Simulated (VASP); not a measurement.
Wanted: the native input for a VASP 6.6.1 run.

- Task: relaxation of cell and atoms
- Functional: PBEsol
- Potentials or basis: VASP PAW PBE potentials, release 64 (Cd, Ag)
- Cutoff: 500 eV
- k mesh: 6 × 6 × 6
- Occupations: fermi-dirac, width 0.1 eV
- Spin: no spin polarisation
- Dipole correction: no
- Further INCAR settings: ALGO = Normal; EDIFF = 1e-07; IBRION = 2; EDIFFG = -0.02; NSW = 80; ISIF = 3

The structure of CdAg3 lies in POSCAR:

```
CdAg3
1.0
    4.1725000000      0.0000000000      0.0000000000
    0.0000000000      4.1725000000      0.0000000000
    0.0000000000      0.0000000000      4.1725000000
Cd Ag
1 3
Direct
    0.0000000000      0.0000000000      0.0000000000
    0.0000000000      0.5000000000      0.5000000000
    0.5000000000      0.0000000000      0.5000000000
    0.5000000000      0.5000000000      0.0000000000
```

One way to write it, as run:

INCAR

```
SYSTEM = CdAg3
ALGO     = Normal         ! electronic algorithm
EDIFF    = 1E-7           ! SCF threshold, eV
EDIFFG   = -0.02          ! ionic threshold
ENCUT    = 500            ! plane-wave cutoff, eV
GGA      = PS             ! functional
GGA_COMPAT= .FALSE.      
IBRION   = 2              ! ionic algorithm
ISIF     = 3              ! what is computed and relaxed
ISMEAR   = -1             ! smearing method
LASPH    = .TRUE.         ! aspherical terms in the spheres
LCHARG   = .FALSE.        ! write CHGCAR
LREAL    = .FALSE.        ! projectors in reciprocal space
LWAVE    = .FALSE.        ! write WAVECAR
NELM     = 120            ! most SCF steps
NELMIN   = 4            
NSW      = 80             ! ionic steps
PREC     = Accurate       ! precision mode
SIGMA    = 0.1            ! smearing width, eV
```

KPOINTS

```
k-points
0
G
  6 6 6
  0 0 0
```

Potentials or basis: VASP PAW PBE potentials, release 64 (Cd, Ag).

Run with:

```bash
$ cat potpaw_PBE.64/Cd/POTCAR potpaw_PBE.64/Ag/POTCAR > POTCAR
$ mpirun -np 1 vasp_std > vasp.out
```

It gave:

```
Relaxed volume                         : 17.31 Å³/atom
Relaxed cell                           : a = 4.107 Å, b = 4.107 Å, c = 4.107 Å, α = 90.00°, β = 90.00°, γ = 90.00°
Space group after relaxing (to 0.05 Å) : Pm-3m (No. 221)
Energy gained by relaxing              : 12.4 meV/atom
Ionic steps                            : 3
Pressure after relaxing                : 0.0 GPa
```

Caveat: the PAW data sets were made with another functional, which shifts forces and pressure a little.

Wall time 38 s on 1 thread of Intel(R) Xeon(R) 6975P-C (Granite Rapids) (shared host), peak memory 0.18 GiB.
